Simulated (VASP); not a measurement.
Runs of VASP 6.6.1 on Al. The structure is cubic, space group Fm-3m (No. 225). Conventional cell: a = 4.050 Å, b = 4.050 Å, c = 4.050 Å, α = 90.00°, β = 90.00°, γ = 90.00°. Al (site symmetry m-3m) has 12 Al at 2.86 Å within 3.8 Å. 

```tsv
k mesh	gap on the mesh (eV)	pressure (GPa)
9 × 9 × 9	none	(a)
5 × 5 × 5	none	1.4
7 × 7 × 7	none	-1.2
3 × 3 × 3	none	-1.3
```

Alike in all rows: task single point; level PBE; potentials or basis VASP PAW PBE potentials, release 64 (Al); no spin polarisation; cell as given; cutoff (eV) 520; smearing methfessel-paxton 0.1 eV.

Problem. Estimate the missing entries.

Solution. (a) -0.2.

Caveats: some runs use coarse meshes.

A gap of «none» marks levels without a gap at the run's occupations.
